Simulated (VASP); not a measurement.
# TiAl3 (Pm-3m) in VASP: further runs, part 2 of 2

VASP 6.6.1. The steps go on from the part before.

## Step 3: Single point, PBEsol

This run uses another cell than the first one: it holds 8 atoms, not 4.

Contents of INCAR:

```
PREC = Accurate ; ENCUT = 520
EDIFF = 1E-7 ; ISMEAR = 0
SIGMA = 0.15 ; LREAL = False
LASPH = True ; NELM = 80
ALGO = Fast ; ISIF = 2
LWAVE = False ; LCHARG = False
GGA = PS ; NBANDS = 31
```

Contents of KPOINTS:

```
Automatic mesh
0
Gamma
  12 12 6
```

Contents of POSCAR:

```
TiAl3
1.0
    3.9483448101      0.0000000000      0.0000000000
    0.0000000000      3.9483448101      0.0000000000
    0.0000000000      0.0000000000      7.8966896202
Ti Al
2 6
Direct
    0.0000000000      0.0000000000      0.0000000000
    0.0000000000      0.0000000000      0.5000000000
    0.5000000000      0.5000000000      0.5000000000
    0.5000000000      0.5000000000      0.0000000000
    0.5000000000      0.0000000000      0.2500000000
    0.5000000000      0.0000000000      0.7500000000
    0.0000000000      0.5000000000      0.2500000000
    0.0000000000      0.5000000000      0.7500000000
```

Potentials or basis: VASP PAW PBE potentials, release 64 (Ti_sv, Al).

Launch:

```bash
$ cat potpaw_PBE.64/Ti_sv/POTCAR potpaw_PBE.64/Al/POTCAR > POTCAR
$ mpirun -np 1 vasp_std > vasp.out
```

OUTCAR:

```text
PREC = Accurate
   ENCUT = 520
   EDIFF = 1E-7
   ISMEAR = 0
   LREAL = False
   LASPH = True
   NELM = 80
   ISIF = 2
   GGA = PS

 ion  position               nearest neighbor table
   1  0.000  0.000  0.000-   4 2.79   5 2.79   6 2.79   7 2.79   8 2.79   4 2.79   7 2.79   8 2.79
                             4 2.79   5 2.79   6 2.79   4 2.79
   2  0.000  0.000  0.500-   3 2.79   5 2.79   6 2.79   7 2.79   8 2.79   3 2.79   7 2.79   8 2.79
                             3 2.79   5 2.79   6 2.79   3 2.79
   3  0.500  0.500  0.500-   2 2.79   5 2.79   6 2.79   7 2.79   8 2.79   2 2.79   5 2.79   6 2.79
                             2 2.79   7 2.79   8 2.79   2 2.79
   4  0.500  0.500  0.000-   1 2.79   5 2.79   6 2.79   7 2.79   8 2.79   1 2.79   5 2.79   6 2.79
                             1 2.79   7 2.79   8 2.79   1 2.79
   5  0.500  0.000  0.250-   1 2.79   2 2.79   3 2.79   4 2.79   7 2.79   3 2.79   4 2.79   7 2.79
                             1 2.79   2 2.79   7 2.79   7 2.79
   6  0.500  0.000  0.750-   1 2.79   2 2.79   3 2.79   4 2.79   8 2.79   3 2.79   4 2.79   8 2.79
                             1 2.79   2 2.79   8 2.79   8 2.79
[... 225 lines left out ...]
      2     -47.5969      2.00000
      3     -24.0274      2.00000
      4     -24.0062      2.00000
      5     -24.0062      2.00000
      6     -24.0062      2.00000
[... 805 lines left out ...]
     30      12.1649      0.00000
     31      12.4303      0.00000

 [... further k-points ...]

------------------------ aborting loop because EDIFF is reached ----------------------------------------

  FORCE on cell =-STRESS in cart. coord.  units (eV):
  Direction    XX          YY          ZZ          XY          YZ          ZX
  --------------------------------------------------------------------------------------
  -------------------------------------------------------------------------------------
  Total        0.1055814      0.1055814      0.1055510      0.0000000      0.0000000      0.0000000
  in kB        1.3741143      1.3741143      1.3737187      0.0000000      0.0000000      0.0000000
  external PRESSURE =       1.3739825 kB  Pullay stress =       0.0000000 kB

 VOLUME and BASIS-vectors are now :
 -----------------------------------------------------------------------------
  energy-cutoff  :      520.00
  volume of cell :      123.10
      direct lattice vectors                 reciprocal lattice vectors
     3.948344810  0.000000000  0.000000000     0.253270686  0.000000000  0.000000000
     0.000000000  3.948344810  0.000000000     0.000000000  0.253270686  0.000000000
     0.000000000  0.000000000  7.896689620     0.000000000  0.000000000  0.126635343

 POSITION                                       TOTAL-FORCE (eV/Angst)
 -----------------------------------------------------------------------------------
      0.00000      0.00000      0.00000         0.000000     -0.000000     -0.000000
      0.00000      0.00000      3.94834         0.000000     -0.000000     -0.000000
      1.97417      1.97417      3.94834        -0.000000      0.000000      0.000000
      1.97417      1.97417      0.00000        -0.000000      0.000000      0.000000
      1.97417      0.00000      1.97417         0.000000     -0.000000      0.000000
      1.97417      0.00000      5.92252         0.000000     -0.000000      0.000000
      0.00000      1.97417      1.97417         0.000000     -0.000000      0.000000
      0.00000      1.97417      5.92252         0.000000     -0.000000      0.000000
 -----------------------------------------------------------------------------------
    total drift:                                0.000000     -0.000000      0.000000

  FREE ENERGIE OF THE ION-ELECTRON SYSTEM (eV)
  ---------------------------------------------------
  free  energy   TOTEN  =       -44.2645256504 eV

  energy  without entropy=      -44.2078304198  energy(sigma->0) =      -44.23617804
```

stdout:

```text
POSCAR found type information on POSCAR TiAl
 POSCAR found :  2 types and       8 ions
[... 47 lines left out ...]
WARNING in EDDRMM: call to ZHEGV failed, returncode =   6  3     18
 num prob  num prob  num prob  num prob  num prob  num prob  num prob  num prob  num prob  num prob  num prob  num prob  num prob  num prob  num prob  num prob  num prob  num prob  num prob  num prob  num prob  num prob  num prob  num prob  num prob RMM:  31    -0.442645109794E+02   -0.30279E-05   -0.34375E-05  6996   0.838E-03    0.230E-03
 num prob  num prob  num prob WARNING in EDDRMM: call to ZHEGV failed, returncode =   8  4     28
 num prob  num prob  num prob  num prob  num prob  num prob  num prob  num prob  num prob  num prob  num prob  num prob  num prob  num prob  num prob  num prob  num prob  num prob  num prob  num prob  num pr
```

Run time: 23 min. Hardware: 1 thread of Intel Xeon Platinum 8259CL at 2.50GHz (Skylake/Cascade Lake), shared host; peak memory 0.47 GiB.

Results:

```
Free energy            : -44.2645 eV
Pressure               : 0.1 GPa
Band gap on the k mesh : zero (bands 21 and 22 overlap by 2.98 eV)
```

Caveat: the PAW data sets were made with another functional, which shifts forces and pressure a little.

## Step 4: Single point, PBEsol

Contents of INCAR:

```
SYSTEM = TiAl3
PREC = Accurate
ENCUT = 520
EDIFF = 1E-7
ISMEAR = 0
SIGMA = 0.1
LREAL = .FALSE.
LASPH = .TRUE.
NELM = 80
ALGO = Normal
ISIF = 2
LWAVE = .FALSE.
LCHARG = .FALSE.
GGA = PS
NBANDS = 18
```

Contents of KPOINTS:

```
Automatic mesh
0
G
  8 8 8
  0 0 0
```

Contents of POSCAR:

```
TiAl3
1.0
    3.9483448106      0.0000000000      0.0000000000
    0.0000000000      3.9483448106      0.0000000000
    0.0000000000      0.0000000000      3.9483448106
Ti Al
1 3
Direct
    0.0000000000      0.0000000000      0.0000000000
    0.5000000000      0.5000000000      0.0000000000
    0.5000000000      0.0000000000      0.5000000000
    0.0000000000      0.5000000000      0.5000000000
```

Potentials or basis: VASP PAW PBE potentials, release 64 (Ti_sv, Al).

Launch:

```bash
$ cat potpaw_PBE.64/Ti_sv/POTCAR potpaw_PBE.64/Al/POTCAR > POTCAR
$ mpirun -np 1 vasp_std > vasp.out
```

OUTCAR:

```text
SYSTEM = TiAl3
   PREC = Accurate
   ENCUT = 520
   EDIFF = 1E-7
   ISMEAR = 0
   LREAL = .FALSE.
   LASPH = .TRUE.
   NELM = 80
   ISIF = 2
   GGA = PS

 ion  position               nearest neighbor table
   1  0.000  0.000  0.000-   2 2.79   3 2.79   4 2.79   3 2.79   4 2.79   2 2.79   4 2.79   4 2.79
                             2 2.79   3 2.79   3 2.79   2 2.79
   2  0.500  0.500  0.000-   1 2.79   3 2.79   4 2.79   3 2.79   4 2.79   1 2.79   3 2.79   3 2.79
                             1 2.79   4 2.79   4 2.79   1 2.79
   3  0.500  0.000  0.500-   1 2.79   2 2.79   4 2.79   1 2.79   2 2.79   2 2.79   4 2.79   2 2.79
                             1 2.79   4 2.79   1 2.79   4 2.79
   4  0.000  0.500  0.500-   1 2.79   2 2.79   3 2.79   1 2.79   2 2.79   1 2.79   3 2.79   1 2.79
[... 709 lines left out ...]
  Total        0.0578410      0.0578410      0.0578410     -0.0000000     -0.0000000      0.0000000
  in kB        1.5055717      1.5055717      1.5055717     -0.0000000     -0.0000000      0.0000000
  external PRESSURE =       1.5055717 kB  Pullay stress =       0.0000000 kB

 VOLUME and BASIS-vectors are now :
 -----------------------------------------------------------------------------
  energy-cutoff  :      520.00
  volume of cell :       61.55
      direct lattice vectors                 reciprocal lattice vectors
     3.948344811  0.000000000  0.000000000     0.253270686  0.000000000  0.000000000
     0.000000000  3.948344811  0.000000000     0.000000000  0.253270686  0.000000000
     0.000000000  0.000000000  3.948344811     0.000000000  0.000000000  0.253270686

 POSITION                                       TOTAL-FORCE (eV/Angst)
 -----------------------------------------------------------------------------------
      0.00000      0.00000      0.00000         0.000000      0.000000      0.000000
      1.97417      1.97417      0.00000         0.000000      0.000000      0.000000
      1.97417      0.00000      1.97417         0.000000      0.000000      0.000000
      0.00000      1.97417      1.97417         0.000000      0.000000      0.000000
 -----------------------------------------------------------------------------------
    total drift:                                0.000000     -0.000000      0.000000

  FREE ENERGIE OF THE ION-ELECTRON SYSTEM (eV)
  ---------------------------------------------------
  free  energy   TOTEN  =       -22.1277438452 eV

  energy  without entropy=      -22.1137538915  energy(sigma->0) =      -22.12074887
```

OSZICAR:

```text
N       E                     dE             d eps       ncg     rms          rms(c)
DAV:   1     0.119490244918E+03    0.11949E+03   -0.93677E+03  1260   0.109E+03
DAV:   2    -0.156943451218E+02   -0.13518E+03   -0.13159E+03  1282   0.282E+02
DAV:   3    -0.240249869705E+02   -0.83306E+01   -0.81827E+01  1950   0.650E+01
DAV:   4    -0.242366281961E+02   -0.21164E+00   -0.21071E+00  1522   0.983E+00
DAV:   5    -0.242445818208E+02   -0.79536E-02   -0.79498E-02  1890   0.191E+00    0.116E+01
DAV:   6    -0.231083223989E+02    0.11363E+01   -0.24796E+01  1710   0.359E+01    0.786E+00
DAV:   7    -0.222295835100E+02    0.87874E+00   -0.10996E+01  1572   0.223E+01    0.350E+00
DAV:   8    -0.221862249847E+02    0.43359E-01   -0.14739E+00  1604   0.883E+00    0.184E+00
DAV:   9    -0.221274359256E+02    0.58789E-01   -0.39966E-01  1634   0.456E+00    0.278E-01
DAV:  10    -0.221298409052E+02   -0.24050E-02   -0.14088E-02  1652   0.771E-01    0.356E-01
DAV:  11    -0.221277700933E+02    0.20708E-02   -0.83941E-03  1780   0.605E-01    0.684E-02
DAV:  12    -0.221277444365E+02    0.25657E-04   -0.36852E-04  1686   0.125E-01    0.369E-02
DAV:  13    -0.221277443195E+02    0.11694E-06   -0.53239E-06  1428   0.169E-02    0.230E-02
DAV:  14    -0.221277438791E+02    0.44047E-06   -0.55488E-07  1642   0.797E-03    0.459E-03
DAV:  15    -0.221277438452E+02    0.33857E-07   -0.13637E-07   880   0.190E-03
   1 F= -.22127744E+02 E0= -.22120749E+02  d E =-.139900E-01
```

It took 46 s on 1 thread of Intel Xeon 6975P-C (Granite Rapids), shared host; peak memory 0.17 GiB.

What came out:

| Item | Value |
| --- | --- |
| Free energy | -22.1277 eV |
| Pressure | 0.2 GPa |
| Band gap on the k mesh | zero (an odd number of electrons rules out a gap without spin polarisation) |

Caveat: the PAW data sets were made with another functional, which shifts forces and pressure a little.

## Step 5: Overview

```csv
cell,k mesh,smearing,gap on the mesh (eV),pressure (GPa)
"a = 3.948 Å, 4 atoms, atomic positions A",12 × 12 × 12,gaussian 0.15 eV,none,0.2
"a = 3.948, b = 3.948, c = 7.897 Å, 8 atoms, atomic positions B",12 × 12 × 6,gaussian 0.15 eV,none,0.1
"a = 3.948 Å, 4 atoms, atomic positions A",8 × 8 × 8,gaussian 0.1 eV,none,0.2
```

Alike in all rows: task single point; level PBEsol; potentials or basis VASP PAW PBE potentials, release 64 (Ti_sv, Al); no spin polarisation; cutoff (eV) 520.

Caveats: the PAW data sets were made with another functional, which shifts forces and pressure a little.

Absolute energies hang on the potentials; compare differences alone.
